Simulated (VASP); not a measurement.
# I (Fd-3m) in VASP: further runs, part 2 of 2

VASP 6.6.1. The steps go on from the part before.

## Step 3: Single point, r2SCAN

This run uses another cell than the first one, of 51.19 Å³/atom, 0.855 times its volume.

POSCAR

```
I
1.0
    0.0000000000      3.7130015177      3.7130015177
    3.7130015177      0.0000000000      3.7130015177
    3.7130015177      3.7130015177      0.0000000000
I
2
Direct
    0.5000000000      0.5000000000      0.5000000000
    0.7500000000      0.7500000000      0.7500000000
```

INCAR.step1

```
PREC = Accurate
ENCUT = 520
ISMEAR = 0
SIGMA = 0.1
LREAL = False
LASPH = True
NELM = 100
NBANDS = 14
GGA = PE
ALGO = Normal
EDIFF = 1E-4
LWAVE = True
LCHARG = False
```

INCAR.step2

```
PREC = Accurate
ENCUT = 520
EDIFF = 1E-7
ISMEAR = 0
SIGMA = 0.1
LREAL = False
LASPH = True
NELM = 100
ALGO = Normal
ISIF = 2
LWAVE = False
LCHARG = True
METAGGA = R2SCAN
LMIXTAU = True
LELF = True
LVHAR = True
NBANDS = 14
ISTART = 1
```

KPOINTS

```
Automatic mesh
0
Gamma
  4 4 4
```

Potentials or basis: VASP PAW PBE potentials, release 64 (I).

On the command line:

```
$ cat potpaw_PBE.64/I/POTCAR > POTCAR
$ cp INCAR.step1 INCAR
$ mpirun -np 1 vasp_std > vasp.out
$ cp INCAR.step2 INCAR
$ mpirun -np 1 vasp_std > vasp.out
```

OUTCAR:

```text
PREC = Accurate
   ENCUT = 520
   EDIFF = 1E-7
   ISMEAR = 0
   LREAL = False
   LASPH = True
   NELM = 100
   ISIF = 2
   METAGGA = R2SCAN
   ISTART = 1

 ion  position               nearest neighbor table
   1  0.500  0.500  0.500-   2 3.22   2 3.22   2 3.22   2 3.22
   2  0.750  0.750  0.750-   1 3.22   1 3.22   1 3.22   1 3.22

  LATTYP: Found a face centered cubic cell.
 ALAT       =     7.4260030354

  Lattice vectors:

 A1 = (   0.0000000000,   3.7130015177,   3.7130015177)
 A2 = (   3.7130015177,   0.0000000000,   3.7130015177)
 A3 = (   3.7130015177,   3.7130015177,   0.0000000000)

Analysis of symmetry for initial positions (statically):
=====================================================================
 Subroutine PRICEL returns:
 Original cell was already a primitive cell.

 Routine SETGRP: Setting up the symmetry group for a
 face centered cubic supercell.

 Subroutine GETGRP returns: Found 48 space group operations
 (whereof 24 operations were pure point group operations)
 out of a pool of 48 trial point group operations.

The static configuration has the point symmetry T_d .
 The point group associated with its full space group is O_h .

Analysis of symmetry for dynamics (positions and initial velocities):
=====================================================================
 Subroutine PRICEL returns:
 Original cell was already a primitive cell.

 Routine SETGRP: Setting up the symmetry group for a
 face centered cubic supercell.

 Subroutine GETGRP returns: Found 48 space group operations
 (whereof 24 operations were pure point group operations)
 out of a pool of 48 trial point group operations.

The dynamic configuration has the point symmetry T_d .
 The point group associated with its full space group is O_h .

 Subroutine INISYM returns: Found 48 space group operations
 (whereof 24 operations are pure point group operations),
 and found     1 'primitive' translations

[... 106 lines left out ...]
   LEPSILON=     F    determine dielectric tensor
   LRPA    =     F    only Hartree local field effects (RPA)
 non-spin polarized calculation
 Gauss-broadening in eV      SIGMA  =   0.10
  energy-cutoff  :      520.00
  volume of cell :      102.38
 maximum number of plane-waves:      2786
   NGX = 19   NGY = 19   NGZ = 19

 number of electron      13.9999998 magnetization

 Free energy of the ion-electron system (eV)
  ---------------------------------------------------
  ext. energy  EPLUGINS =         0.00000000
  ---------------------------------------------------
  free energy    TOTEN  =       -47.61820212 eV

  energy without entropy =      -47.58499813  energy(sigma->0) =      -47.60160013

 E-fermi :   1.6077     XC(G=0):  -7.4456

 val. band max:        1.6034079320   @ k =   0.5000   0.2500   0.0000
 cond. band min:       1.6543431466   @ k =  -0.2500   0.2500   0.0000
 fundamental gap:      0.0509352146
 Fermi energy:         1.6077251528

 k-point     1 :       0.0000    0.0000    0.0000
  band No.  band energies     occupation
      1     -12.6711      2.00000
      2      -9.7748      2.00000
      3      -1.7798      2.00000
      4      -1.7798      2.00000
      5      -1.7798      2.00000
      6       0.3707      2.00000
      7       0.3707      2.00000
      8       0.3707      2.00000
      9       6.0396      0.00000
     10       8.6081      0.00000
     11       8.6081      0.00000
     12      10.0513      0.00000
     13      10.0513      0.00000
     14      10.0513      0.00000
[... 105 lines left out ...]
      1     -11.4379      2.00000
      2     -11.4379      2.00000
      3      -2.7918      2.00000
      4      -2.7918      2.00000
      5      -0.2837      2.00000
      6      -0.2837      2.00000
      7       1.8704      0.00020
      8       1.8704      0.00020
      9       7.1192      0.00000
     10       7.1192      0.00000
     11       9.8118      0.00000
     12       9.8118      0.00000
     13      12.2444      0.00000
     14      12.2449      0.00000

------------------------ aborting loop because EDIFF is reached ----------------------------------------

  FORCE on cell =-STRESS in cart. coord.  units (eV):
  Direction    XX          YY          ZZ          XY          YZ          ZX
  --------------------------------------------------------------------------------------
  -------------------------------------------------------------------------------------
  Total        1.7643876      1.7643876      1.7643876      0.0000000      0.0000000     -0.0000000
  in kB       27.6120854     27.6120854     27.6120854      0.0000000      0.0000000     -0.0000000
  external PRESSURE =      27.6120854 kB  Pullay stress =       0.0000000 kB

 VOLUME and BASIS-vectors are now :
 -----------------------------------------------------------------------------
  energy-cutoff  :      520.00
  volume of cell :      102.38
      direct lattice vectors                 reciprocal lattice vectors
     0.000000000  3.713001518  3.713001518    -0.134661943  0.134661943  0.134661943
     3.713001518  0.000000000  3.713001518     0.134661943 -0.134661943  0.134661943
     3.713001518  3.713001518  0.000000000     0.134661943  0.134661943 -0.134661943

 POSITION                                       TOTAL-FORCE (eV/Angst)
 -----------------------------------------------------------------------------------
      3.71300      3.71300      3.71300         0.000000      0.000000      0.000000
      5.56950      5.56950      5.56950        -0.000000     -0.000000     -0.000000
 -----------------------------------------------------------------------------------
    total drift:                               -0.000000      0.000000      0.000000

  FREE ENERGIE OF THE ION-ELECTRON SYSTEM (eV)
  ---------------------------------------------------
  free  energy   TOTEN  =       -47.6182021183 eV

  energy  without entropy=      -47.5849981339  energy(sigma->0) =      -47.60160013
```

OSZICAR.step1:

```text
N       E                     dE             d eps       ncg     rms          rms(c)
DAV:   1     0.756393297162E+02    0.75639E+02   -0.49212E+03   224   0.767E+02
DAV:   2     0.390042158569E+01   -0.71739E+02   -0.67227E+02   302   0.134E+02
DAV:   3    -0.169601107611E+01   -0.55964E+01   -0.54940E+01   296   0.415E+01
DAV:   4    -0.181353415918E+01   -0.11752E+00   -0.11751E+00   294   0.720E+00
DAV:   5    -0.181551149754E+01   -0.19773E-02   -0.19773E-02   304   0.903E-01    0.763E+00
DAV:   6    -0.181685804966E+01   -0.13466E-02   -0.77194E-04   288   0.181E-01    0.462E+00
DAV:   7    -0.181787363103E+01   -0.10156E-02   -0.85183E-04   272   0.212E-01    0.499E-02
DAV:   8    -0.181790238851E+01   -0.28757E-04   -0.10406E-05   184   0.242E-02
   1 F= -.18179024E+01 E0= -.18013237E+01  d E =-.331574E-01
```

Wall time 32 s (1 thread of Intel Xeon 6975P-C (Granite Rapids), shared host); peak memory 0.24 GiB.

What came out:

```yaml
Free_energy: -47.6182 eV
Pressure: 2.8 GPa
Band_gap_on_the_k_mesh: zero (band 7 reaches 2.09 eV, above the bottom of band 8 at 0.37 eV)
```

Levels at points of the mesh, in eV from the Fermi level:
```csv
k point,band 4,band 5,band 6,band 7,band 8,band 9,band 10,band 11
"(0.00, 0.00, 0.00)",-3.39,-3.39,-1.24,-1.24,-1.24,4.43,7.00,7.00
"(0.50, 0.00, 0.00)",-3.84,-3.76,-0.52,-0.52,-0.02,6.19,6.47,7.10
"(0.50, 0.50, 0.00)",-4.31,-2.17,-2.17,0.48,0.48,5.65,5.65,8.42
```

Caveat: the k points lie up to 0.37 Å⁻¹ apart; the PAW data sets were made with another functional, which shifts forces and pressure a little; spin-orbit coupling is left out, which moves the levels of the heavy elements.
